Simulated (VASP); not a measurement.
Crystal: InPd.

```xyz
2
Lattice="3.2277 0.0000 0.0000 0.0000 3.2277 0.0000 0.0000 0.0000 3.2277" Properties=species:S:1:pos:R:3 pbc="T T T"
In    0.0000    0.0000    0.0000
Pd    1.6138    1.6138    1.6138
```

Program: VASP 6.6.1. Alike in all runs: task single point; no spin polarisation; cell as given; k mesh 8 × 8 × 8; cutoff (eV) 520; smearing fermi-dirac 0.05 eV.

Q: Order these runs on this cell by their pressure, lowest first.
A. level r2SCAN; potentials or basis VASP PAW PBE potentials, release 64 (In_d, Pd)
B. level LDA; potentials or basis VASP PAW LDA potentials, release 64 (In_d, Pd)
C. level PBE; potentials or basis VASP PAW PBE potentials, release 64 (In_d, Pd)

A: B (-1.4 GPa), A (6.1 GPa), C (9.8 GPa).

Caveats: the PAW data sets were made with another functional, which shifts forces and pressure a little (some runs).
